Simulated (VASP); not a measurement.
The system is Si2Ni.

```
CELL_PARAMETERS angstrom
0.00000 2.70300 2.70300
2.70300 0.00000 2.70300
2.70300 2.70300 0.00000
ATOMIC_POSITIONS crystal
Ni 0.00000 0.00000 0.00000
Si 0.75000 0.75000 0.75000
Si 0.25000 0.25000 0.25000
```

```yaml
Program: VASP 6.6.1
Task: relaxation of cell and atoms
Functional: PBE
Potentials_or_basis: VASP PAW PBE potentials, release 64 (Ni, Si)
Cutoff: 600 eV
k_mesh: 9 × 9 × 9
Occupations: fermi-dirac, width 0.05 eV
Spin: collinear spin, ferromagnetic start
Starting_moments: "[1.0, 0.0, 0.0] μB"
Hubbard_terms: Ni d U = 1.0 eV
```

At the start: pressure 2.9 GPa; volume 13.17 Å³/atom.

Q: How do energy, volume and symmetry change on relaxing?

A: Over 3 steps the energy falls by 2.3 meV/atom and the volume is 13.43 Å³/atom (+2.0 %); space group Fm-3m (No. 225, to 0.05 Å); moment 0.00 μB per cell.

Step by step:
```
step  energy change (eV)  largest force (eV/Å)  pressure (GPa)  volume (Å³)
   1              0.0000                0.0000            2.86        39.50
   2             -0.0031                0.0000           -2.10        40.86
   3             -0.0069                0.0000            0.03        40.28
```

Final structure:
```
Ni Si
1.0
     0.00000    2.72063    2.72063
     2.72063    0.00000    2.72063
     2.72063    2.72063    0.00000
Ni Si
1 2
Direct
  0.00000 0.00000 0.00000
  0.75000 0.75000 0.75000
  0.25000 0.25000 0.25000
```

Caveat: the U is typed as a test and isn't derived for this compound.
